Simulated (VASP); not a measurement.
# Ir (Pm-3m) in VASP: notebook

Runs on Ir. Level: PBEsol. Tasks: single point, relaxation of cell and atoms.

Everything below comes from runs of VASP 6.6.1. Logs are shortened: lines on timing, memory, paths and dates and some standing lists are left out, and cuts for length are marked.

### 1 The cell of the first run

It takes space group Pm-3m (No. 221, cubic). The conventional cell has a = 2.541 Å, b = 2.541 Å, c = 2.541 Å, α = 90.00°, β = 90.00°, γ = 90.00°. Ir (site symmetry m-3m) has 6 Ir at 2.54 Å within 3.4 Å.

### 2 Single point, PBEsol

INCAR

```
SYSTEM = Ir
  ALGO = Normal
  EDIFF = 1E-6
  ENCUT = 520
  GGA = PS
  ISIF = 2
  ISMEAR = -1
  LASPH = .TRUE.
  LCHARG = .FALSE.
  LREAL = .FALSE.
  LWAVE = .FALSE.
  NBANDS = 10
  NELM = 60
  PREC = Accurate
  SIGMA = 0.05
```

KPOINTS

```
k-points
0
G
  17 17 17
  0 0 0
```

POSCAR

```
Ir
1.0
    2.5405638375      0.0000000000      0.0000000000
    0.0000000000      2.5405638375      0.0000000000
    0.0000000000      0.0000000000      2.5405638375
Ir
1
Direct
    0.0000000000      0.0000000000      0.0000000000
```

Potentials or basis: VASP PAW PBE potentials, release 64 (Ir).

On the command line:

```
$ cat potpaw_PBE.64/Ir/POTCAR > POTCAR
$ mpirun -np 1 vasp_std > vasp.out
```

OUTCAR:

```text
SYSTEM = Ir
   EDIFF = 1E-6
   ENCUT = 520
   GGA = PS
   ISIF = 2
   ISMEAR = -1
   LASPH = .TRUE.
   LREAL = .FALSE.
   NELM = 60
   PREC = Accurate

 ion  position               nearest neighbor table
   1  0.000  0.000  0.000-

  LATTYP: Found a simple cubic cell.
 ALAT       =     2.5405638375

  Lattice vectors:

 A1 = (   2.5405638375,   0.0000000000,   0.0000000000)
 A2 = (   0.0000000000,   2.5405638375,   0.0000000000)
 A3 = (   0.0000000000,   0.0000000000,   2.5405638375)

Analysis of symmetry for initial positions (statically):
=====================================================================
 Subroutine PRICEL returns:
 Original cell was already a primitive cell.

 Routine SETGRP: Setting up the symmetry group for a
 simple cubic supercell.

 Subroutine GETGRP returns: Found 48 space group operations
 (whereof 48 operations were pure point group operations)
 out of a pool of 48 trial point group operations.

The static configuration has the point symmetry O_h .

Analysis of symmetry for dynamics (positions and initial velocities):
=====================================================================
 Subroutine PRICEL returns:
 Original cell was already a primitive cell.

 Routine SETGRP: Setting up the symmetry group for a
 simple cubic supercell.

 Subroutine GETGRP returns: Found 48 space group operations
 (whereof 48 operations were pure point group operations)
 out of a pool of 48 trial point group operations.

The dynamic configuration has the point symmetry O_h .

 Subroutine INISYM returns: Found 48 space group operations
 (whereof 48 operations are pure point group operations),
 and found     1 'primitive' translations

----------------------------------------------------------------------------------------

                                     Primitive cell

  volume of cell :      16.3980

  direct lattice vectors                    reciprocal lattice vectors
     2.540563838  0.000000000  0.000000000     0.393613412  0.000000000  0.000000000
     0.000000000  2.540563838  0.000000000     0.000000000  0.393613412  0.000000000
     0.000000000  0.000000000  2.540563838     0.000000000  0.000000000  0.393613412

  length of vectors
     2.540563838  2.540563838  2.540563838     0.393613412  0.393613412  0.393613412

  position of ions in fractional coordinates (direct lattice)
     0.000000000  0.000000000  0.000000000

  ion indices of the primitive-cell ions
   primitive index   ion index
                 1           1

----------------------------------------------------------------------------------------

 KPOINTS: k-points

Automatic generation of k-mesh.
 Grid dimensions read from file:
 generate k-points for:   17   17   17

 Generating k-lattice:

  Cartesian coordinates                     Fractional coordinates (reciprocal lattice)
     0.023153730  0.000000000  0.000000000     0.058823529  0.000000000  0.000000000
     0.000000000  0.023153730  0.000000000     0.000000000  0.058823529  0.000000000
     0.000000000  0.000000000  0.023153730     0.000000000  0.000000000  0.058823529

  Length of vectors
     0.023153730  0.023153730  0.023153730

  Shift w.r.t. Gamma in fractional coordinates (k-lattice)
     0.000000000  0.000000000  0.000000000

 Subroutine IBZKPT returns following result:
 ===========================================

 Found    165 irreducible k-points:

 Following reciprocal coordinates:
            Coordinates               Weight
  0.000000  0.000000  0.000000      1.000000
  0.058824  0.000000  0.000000      6.000000
  0.117647  0.000000  0.000000      6.000000
  0.176471  0.000000  0.000000      6.000000
  0.235294  0.000000  0.000000      6.000000
  0.294118  0.000000  0.000000      6.000000
[... 16 lines left out ...]
  0.411765  0.117647  0.000000     24.000000
  0.470588  0.117647  0.000000     24.000000
 [... further k-points ...]
   k-points           NKPTS =    165   k-points in BZ     NKDIM =    165   number of bands    NBANDS=     10
   number of dos      NEDOS =    301   number of ions     NIONS =      1
   total plane-waves  NPLWV =   8000
   dimension x,y,z NGX =    20 NGY =   20 NGZ =   20
   dimension x,y,z NGXF=    40 NGYF=   40 NGZF=   40
   ions per type =               1
   NGX,Y,Z   is equivalent  to a cutoff of  13.09, 13.09, 13.09 a.u.
   NGXF,Y,Z  is equivalent  to a cutoff of  26.17, 26.17, 26.17 a.u.
 SYSTEM =  Ir
   PREC   = accura    normal or accurate (medium, high low for compatibility)
   ISTART =      0    job   : 0-new  1-cont  2-samecut
   ICHARG =      2    charge: 1-file 2-atom 10-const
   ISPIN  =      1    spin polarized calculation?
   LNONCOLLINEAR =      F non collinear calculations
   LSORBIT =      F    spin-orbit coupling
   LASPH  =      T    aspherical Exc in radial PAW
   ENCUT  =  520.0 eV  38.22 Ry    6.18 a.u.   4.72  4.72  4.72*2*pi/ulx,y,z
   NELM   =     60;   NELMIN=  2; NELMDL= -5     # of ELM steps
   EDIFF  = 0.1E-05   stopping-criterion for ELM
   LREAL  =      F    real-space projection
   EDIFFG = 0.1E-04   stopping-criterion for IOM
   NSW    =      0    number of steps for IOM
   IBRION =     -1    ionic relax: 0-MD 1-quasi-New 2-CG
   NFREE  =      0    steps in history (QN), initial steepest desc. (CG)
   ISIF   =      2    stress and relaxation
   ISYM   =      2    0-nonsym 1-usesym 2-fastsym
   POTIM  = 0.5000    time-step for ionic-motion
   TEBEG  =    0.0;   TEEND  =   0.0 temperature during run
   PSTRESS=    0.0 pullay stress
   NELECT =       9.0000    total number of electrons
   NUPDOWN=      -1.0000    fix difference up-down
   EMIN   =  10.00;   EMAX   =-10.00  energy-range for DOS
   EFERMI =   0.00;   METHOD = LEGACY
   ISMEAR =    -1;   SIGMA  =   0.05  broadening in eV -4-tet -1-fermi 0-gaus
   EFERMI_NEDOS =   21; number of points for ismear=-14 and -15
   IALGO  =     38    algorithm
   IMIX   =      4    mixing-type and parameters
     AMIX     =   0.40;   BMIX     =  1.00
     AMIX_MAG =   1.60;   BMIX_MAG =  1.00
  volume/ion in A,a.u.               =      16.40       110.66
  Fermi-wavevector in a.u.,A,eV,Ry     =   1.340373  2.532937 24.444211  1.796599
  Thomas-Fermi vector in A             =   2.468691
   LORBIT       =      0    0 simple, 1 ext, 2 COOP (PROOUT), +10 PAW based schemes
   GGA     = PS    functional components
   LHFCALC =     F    Hartree Fock is set to
   AEXX    =    0.0000 exact exchange contribution
   IVDW    =     0    specifies the selected vdW correction
   LEPSILON=     F    determine dielectric tensor
   LRPA    =     F    only Hartree local field effects (RPA)
 non-spin polarized calculation
  energy-cutoff  :      520.00
  volume of cell :       16.40
 maximum number of plane-waves:       461
 NGX is ok and might be reduce to    20
   NGX =  9   NGY =  9   NGZ =  9

 number of electron       9.0000001 magnetization

 Free energy of the ion-electron system (eV)
  ---------------------------------------------------
  ext. energy  EPLUGINS =         0.00000000
  ---------------------------------------------------
  free energy    TOTEN  =        -8.73653671 eV

  energy without entropy =       -8.72596834  energy(sigma->0) =       -8.73125252

 E-fermi :   7.7513     XC(G=0): -13.0891

 val. band max:        7.7478565817   @ k =   0.3529   0.2353   0.0588
 cond. band min:       7.7523216583   @ k =   0.3529   0.2941   0.0000
 fundamental gap:      0.0044650766
 Fermi energy:         7.7513385702

 k-point     1 :       0.0000    0.0000    0.0000
  band No.  band energies     occupation
      1      -1.7014      2.00000
      2       1.5191      2.00000
      3       1.5191      2.00000
      4       9.1511      0.00000
      5       9.1511      0.00000
      6       9.1511      0.00000
      7      23.5451      0.00000
      8      23.5451      0.00000
      9      23.5451      0.00000
     10      29.5967      0.00000

 k-point     2 :       0.0588    0.0000    0.0000
  band No.  band energies     occupation
      1      -1.5901      2.00000
      2       1.5427      2.00000
      3       1.6280      2.00000
      4       9.0237      0.00000
      5       9.0237      0.00000
      6       9.1608      0.00000
      7      22.8046      0.00000
      8      23.7569      0.00000
      9      23.7569      0.00000
     10      30.1115      0.00000

 k-point     3 :       0.1176    0.0000    0.0000
  band No.  band energies     occupation
      1      -1.2764      2.00000
      2       1.6110      2.00000
      3       1.9600      2.00000
      4       8.6752      0.00000
      5       8.6752      0.00000
      6       9.1885      0.00000
      7      21.2325      0.00000
      8      24.3528      0.00000
      9      24.3528      0.00000
     10      30.1940      0.00000

 k-point     4 :       0.1765    0.0000    0.0000
  band No.  band energies     occupation
      1      -0.8155      2.00000
      2       1.7165      2.00000
      3       2.5249      2.00000
      4       8.1872      0.00033
      5       8.1872      0.00033
      6       9.2308      0.00000
      7      19.4951      0.00000
      8      25.2367      0.00000
      9      25.2367      0.00000
     10      28.6649      0.00000
[... 222 lines left out ...]
 k-point    22 :       0.3529    0.1176    0.0000
  band No.  band energies     occupation
      1       1.1445      2.00000
      2       2.5131      2.00000
      3       4.6919      2.00000
      4       6.7816      2.00000
      5       7.0071      2.00000
      6       8.9600      0.00000
      7      15.6617      0.00000
      8      24.8075      0.00000
      9      26.3671      0.00000
     10      29.4533      0.00000

 k-point    23 :       0.4118    0.1176    0.0000
  band No.  band energies     occupation
      1       1.5145      2.00000
      2       2.6490      2.00000
      3       4.6625      2.00000
      4       6.4833      2.00000
      5       7.7109      1.38371
      6       9.0025      0.00000
      7      14.6272      0.00000
      8      24.7642      0.00000
      9      26.6176      0.00000
     10      29.6067      0.00000

 k-point    24 :       0.4706    0.1176    0.0000
  band No.  band energies     occupation
      1       1.7214      2.00000
      2       2.7382      2.00000
      3       4.5365      2.00000
      4       6.3287      2.00000
      5       8.3013      0.00003
      6       9.0255      0.00000
      7      14.0108      0.00000
      8      24.5841      0.00000
      9      27.3002      0.00000
     10      28.2858      0.00000

 [... further k-points ...]
[... 5 lines left out ...]
  --------------------------------------------------------------------------------------
  -------------------------------------------------------------------------------------
  Total        0.0476582      0.0476582      0.0476582     -0.0000000     -0.0000000      0.0000000
  in kB        4.6564821      4.6564821      4.6564821     -0.0000000     -0.0000000      0.0000000
  external PRESSURE =       4.6564821 kB  Pullay stress =       0.0000000 kB

 VOLUME and BASIS-vectors are now :
 -----------------------------------------------------------------------------
  energy-cutoff  :      520.00
  volume of cell :       16.40
      direct lattice vectors                 reciprocal lattice vectors
     2.540563838  0.000000000  0.000000000     0.393613412  0.000000000  0.000000000
     0.000000000  2.540563838  0.000000000     0.000000000  0.393613412  0.000000000
     0.000000000  0.000000000  2.540563838     0.000000000  0.000000000  0.393613412

 POSITION                                       TOTAL-FORCE (eV/Angst)
 -----------------------------------------------------------------------------------
      0.00000      0.00000      0.00000         0.000000      0.000000      0.000000
 -----------------------------------------------------------------------------------
    total drift:                                0.000000      0.000000      0.000000

  FREE ENERGIE OF THE ION-ELECTRON SYSTEM (eV)
  ---------------------------------------------------
  free  energy   TOTEN  =        -8.7365367053 eV

  energy  without entropy=       -8.7259683423  energy(sigma->0) =       -8.73125252
```

Run time: 11 s. Hardware: 1 thread of Intel Xeon Platinum 8488C (Sapphire Rapids), shared host; peak memory 0.15 GiB.

Results:

| Quantity | Value |
| --- | --- |
| Free energy | -8.7365 eV |
| Pressure | 0.5 GPa |

Caveat: the PAW data sets were made with another functional, which shifts forces and pressure a little; spin-orbit coupling is left out, which moves the levels of the heavy elements.

### 3 Single point, PBEsol

INCAR

```
  PREC = Accurate
  ENCUT = 520
  EDIFF = 1E-6
  ISMEAR = -1
  SIGMA = 0.05
  LREAL = False
  LASPH = True
  NELM = 100
  ALGO = Normal
  ISIF = 2
  LWAVE = False
  LCHARG = True
  GGA = PS
  LELF = True
  LVHAR = True
  NBANDS = 10
```

KPOINTS

```
Automatic mesh
0
Gamma
  17 17 17
```

POSCAR is that of step 2.

Potentials or basis: VASP PAW PBE potentials, release 64 (Ir).

On the command line:

```
$ cat potpaw_PBE.64/Ir/POTCAR > POTCAR
$ mpirun -np 1 vasp_std > vasp.out
```

OUTCAR:

```text
PREC = Accurate
   ENCUT = 520
   EDIFF = 1E-6
   ISMEAR = -1
   LREAL = False
   LASPH = True
   NELM = 100
   ISIF = 2
   GGA = PS

 ion  position               nearest neighbor table
   1  0.000  0.000  0.000-

  LATTYP: Found a simple cubic cell.
 ALAT       =     2.5405638375

  Lattice vectors:

 A1 = (   2.5405638375,   0.0000000000,   0.0000000000)
 A2 = (   0.0000000000,   2.5405638375,   0.0000000000)
[... 481 lines left out ...]
  band No.  band energies     occupation
      1       1.7214      2.00000
      2       2.7382      2.00000
      3       4.5365      2.00000
      4       6.3287      2.00000
      5       8.3013      0.00003
      6       9.0255      0.00000
      7      14.0108      0.00000
      8      24.5841      0.00000
      9      27.3002      0.00000
     10      28.2858      0.00000

 [... further k-points ...]
[... 5 lines left out ...]
  --------------------------------------------------------------------------------------
  -------------------------------------------------------------------------------------
  Total        0.0476582      0.0476582      0.0476582     -0.0000000     -0.0000000      0.0000000
  in kB        4.6564821      4.6564821      4.6564821     -0.0000000     -0.0000000      0.0000000
  external PRESSURE =       4.6564821 kB  Pullay stress =       0.0000000 kB

 VOLUME and BASIS-vectors are now :
 -----------------------------------------------------------------------------
  energy-cutoff  :      520.00
  volume of cell :       16.40
      direct lattice vectors                 reciprocal lattice vectors
     2.540563838  0.000000000  0.000000000     0.393613412  0.000000000  0.000000000
     0.000000000  2.540563838  0.000000000     0.000000000  0.393613412  0.000000000
     0.000000000  0.000000000  2.540563838     0.000000000  0.000000000  0.393613412

 POSITION                                       TOTAL-FORCE (eV/Angst)
 -----------------------------------------------------------------------------------
      0.00000      0.00000      0.00000         0.000000      0.000000      0.000000
 -----------------------------------------------------------------------------------
    total drift:                                0.000000      0.000000      0.000000

  FREE ENERGIE OF THE ION-ELECTRON SYSTEM (eV)
  ---------------------------------------------------
  free  energy   TOTEN  =        -8.7365367053 eV

  energy  without entropy=       -8.7259683423  energy(sigma->0) =       -8.73125252
```

OSZICAR:

```text
N       E                     dE             d eps       ncg     rms          rms(c)
DAV:   1     0.477747077043E+02    0.47775E+02   -0.42958E+03  3316   0.803E+02
DAV:   2    -0.822844629328E+01   -0.56003E+02   -0.53329E+02  3364   0.192E+02
DAV:   3    -0.918893856629E+01   -0.96049E+00   -0.95407E+00  3940   0.304E+01
DAV:   4    -0.919764185044E+01   -0.87033E-02   -0.87016E-02  3834   0.273E+00
DAV:   5    -0.919782460029E+01   -0.18275E-03   -0.18275E-03  3812   0.377E-01    0.125E+01
DAV:   6    -0.879719658075E+01    0.40063E+00   -0.85349E-01  3780   0.106E+01    0.511E+00
DAV:   7    -0.874212776166E+01    0.55069E-01   -0.17019E-01  4598   0.417E+00    0.155E+00
DAV:   8    -0.873876119229E+01    0.33666E-02   -0.96325E-03  3648   0.145E+00    0.980E-01
DAV:   9    -0.873653154734E+01    0.22296E-02   -0.11257E-03  3656   0.504E-01    0.248E-02
DAV:  10    -0.873653648203E+01   -0.49347E-05   -0.58490E-06  3804   0.195E-02    0.489E-03
DAV:  11    -0.873653670533E+01   -0.22330E-06   -0.24759E-07  2080   0.432E-03
   1 F= -.87365367E+01 E0= -.87312525E+01  d E =-.105684E-01
```

Wall time 12 s (1 thread of Intel Xeon Platinum 8488C (Sapphire Rapids), shared host); peak memory 0.15 GiB.

What came out:

* Free energy: -8.7365 eV
* Pressure: 0.5 GPa

Caveat: the PAW data sets were made with another functional, which shifts forces and pressure a little; spin-orbit coupling is left out, which moves the levels of the heavy elements.

(Part 1 of 2 ends here.)
